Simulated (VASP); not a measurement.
The system is Ge2Sb.

```
CELL_PARAMETERS angstrom
3.97153 0.00000 0.00000
-1.98577 3.43945 0.00000
0.00000 0.00000 5.04933
ATOMIC_POSITIONS crystal
Ge 0.66667 0.33333 0.64411
Ge 0.33333 0.66667 0.35589
Sb 0.00000 0.00000 0.00000
```

The cell was generated, and may not be a known phase.

```yaml
Program: VASP 6.6.1
Task: relaxation of cell and atoms
Functional: PBE
Potentials_or_basis: VASP PAW PBE potentials, release 64 (Ge_d, Sb)
Cutoff: 600 eV
k_mesh: 12 × 12 × 10
Occupations: gaussian, width 0.1 eV
Spin: no spin polarisation
```

At the start: pressure 0.0 GPa; volume 22.99 Å³/atom.

Q: Where does the relaxation end?

A: Over 6 steps the energy falls by 3.0 meV/atom and the volume is 23.04 Å³/atom (+0.2 %); space group P-3m1 (No. 164, to 0.1 Å) before and after.

Step by step:
```
step  energy change (eV)  largest force (eV/Å)  pressure (GPa)  volume (Å³)
   1              0.0000                0.0131            0.02        68.97
   2             -0.0037                0.0129            0.05        69.00
   3             -0.0089                0.0092            0.06        69.04
   4             -0.0089                0.0081            0.09        69.04
   5             -0.0089                0.0082           -0.09        69.25
   6             -0.0090                0.0085           -0.01        69.13
```

Final structure:
```xyz
3
Lattice="4.0296 0.0000 0.0000 -2.0148 3.4898 0.0000 0.0000 0.0000 4.9156" Properties=species:S:1:pos:R:3 pbc="T T T"
Ge    2.0148    1.1633    3.1690
Ge    0.0000    2.3265    1.7466
Sb    0.0000    0.0000    4.9156
```
